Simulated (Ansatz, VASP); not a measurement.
Sn: VASP beside Ansatz

INCAR

```
SYSTEM = Sn
PREC = Accurate
ENCUT = 520
EDIFF = 1E-6
ISMEAR = -1
SIGMA = 0.05
LREAL = .FALSE.
LASPH = .TRUE.
NELM = 100
ALGO = Normal
ISIF = 2
LWAVE = .FALSE.
LCHARG = .FALSE.
GGA = PE
NBANDS = 21
```

File KPOINTS:

```
regular mesh
0
G
  15 15 15
  0 0 0
```

Contents of POSCAR:

```
Sn
1.0
   -2.9158500000      2.9158500000      1.5747435000
    2.9158500000     -2.9158500000      1.5747435000
    2.9158500000      2.9158500000     -1.5747435000
Sn
2
Direct
    0.0000000000      0.0000000000      0.0000000000
    0.7500000000      0.2500000000      0.5000000000
```

Input for Ansatz:

```yaml
crystal:
  lattice:
    - [-2.91585, 2.91585, 1.5747435]
    - [2.91585, -2.91585, 1.5747435]
    - [2.91585, 2.91585, -1.5747435]
  atoms:
    - { symbol: Sn, position: [0.0, 0.0, 0.0] }
    - { symbol: Sn, position: [0.75, 0.25, 0.5] }
kpoints:
  mp_grid: { grid: [15, 15, 15] }
  band_path:
    path:
      - [0.0, 0.0, 0.0]
      - [0.0, 0.0, 0.5]
      - [-0.5, 0.5, 0.5]
      - [0.0, 0.0, 0.0]
      - [0.3229170852, 0.3229170852, -0.3229170852]
      - [-0.3229170852, 0.6770829148, 0.3229170852]
      - [-0.5, 0.5, 0.5]
      - [0.0, 0.0, 0.5]
      - [0.25, 0.25, 0.25]
    npoints: 5
scf:
  occupations: { method: fermi_dirac, width: 0.05 }
hamiltonian:
  xc: pbe
  pseudopotentials: { kind: all_electron, lapw: { basis_error: 0.0005 } }
output:
  forces: true
  stress: true
  eigenvalues: true
```

Change from the starting cell: zz strain of -1 %.

Alike in both runs: task single point; functional PBE; k mesh 15 × 15 × 15; occupations fermi-dirac, width 0.05 eV; no spin polarisation.

|  | VASP | Ansatz |
| --- | --- | --- |
| version | VASP 6.6.1 | Ansatz 0.2.0 |
| potentials or method | VASP PAW PBE potentials, release 64 (Sn_d), cutoff 520 eV | all-electron LAPW, scalar-relativistic |

```tsv
	VASP	Ansatz	Ansatz less VASP
pressure (GPa)	3.2	3.3	+0.05
traceless stress, the component that is largest in VASP (GPa)	-0.34	-0.35	-0.010
```

Ansatz ran all-electron here, and VASP with PAW potentials.
